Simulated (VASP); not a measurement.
A run of VASP 6.6.1:

The input INCAR:

```
SYSTEM = Ag
PREC = Accurate ; ENCUT = 520
EDIFF = 1E-6 ; ISMEAR = -1
SIGMA = 0.1 ; LREAL = .FALSE.
LASPH = .TRUE. ; NELM = 100
ALGO = Normal ; ISIF = 2
LWAVE = .FALSE. ; LCHARG = .FALSE.
NBANDS = 12
```

File KPOINTS:

```
regular mesh
0
G
  22 22 22
  0 0 0
```

The input POSCAR:

```
Ag
1.0
    0.0000000000      1.9996579419      1.9996579419
    1.9996579419      0.0000000000      1.9996579419
    1.9996579419      1.9996579419      0.0000000000
Ag
1
Direct
    0.0000000000      0.0000000000      0.0000000000
```

Potentials or basis: VASP PAW LDA potentials, release 64 (Ag).

The run is started by

```console
$ cat potpaw_LDA.64/Ag/POTCAR > POTCAR
$ mpirun -np 1 vasp_std > vasp.out
```

Hardware: 1 thread of AMD EPYC 7R13 (shared host).

Problem. Estimate the wall time of this run.

Solution. Run time: 91 s on 1 thread of AMD EPYC 7R13, with other jobs on the host, peak memory 0.15 GiB. Counts: scf iterations 11, k points 328.
